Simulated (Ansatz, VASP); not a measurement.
**Two plane-wave programs on PbO3**

```
CELL_PARAMETERS angstrom
3.57190 0.00000 0.00000
0.00000 3.57190 0.00000
0.00000 0.00000 3.57190
ATOMIC_POSITIONS crystal
Pb 0.00000 0.00000 0.00000
O 0.00000 0.50000 0.50000
O 0.50000 0.00000 0.50000
O 0.50000 0.50000 0.00000
```

Alike in both runs: functional PBE; k mesh 14 × 14 × 14; occupations gaussian, width 0.1 eV; no spin polarisation.

Ansatz relaxed the structure, and its values are those at the end. VASP's run is a single point on that final structure, the one shown.

|  | VASP | Ansatz |
| --- | --- | --- |
| version | VASP 6.6.1 | Ansatz 0.2.0 |
| potentials or method | VASP PAW PBE potentials, release 64 (Pb_d, O), cutoff 520 eV | scalar-relativistic, plane waves, PAW |
| valence electrons in the cell | 32 | 32 |

```csv
,VASP,Ansatz,Ansatz less VASP
gap on the k mesh at the Fermi level (eV),none,none,-
pressure (GPa),0.1,0.0,-0.05
```

A gap of «none» marks a metal or a gap that the smearing closes. The functional is the same, so the differences come from potentials, cutoffs and numerics.

Spin-orbit coupling is off throughout.
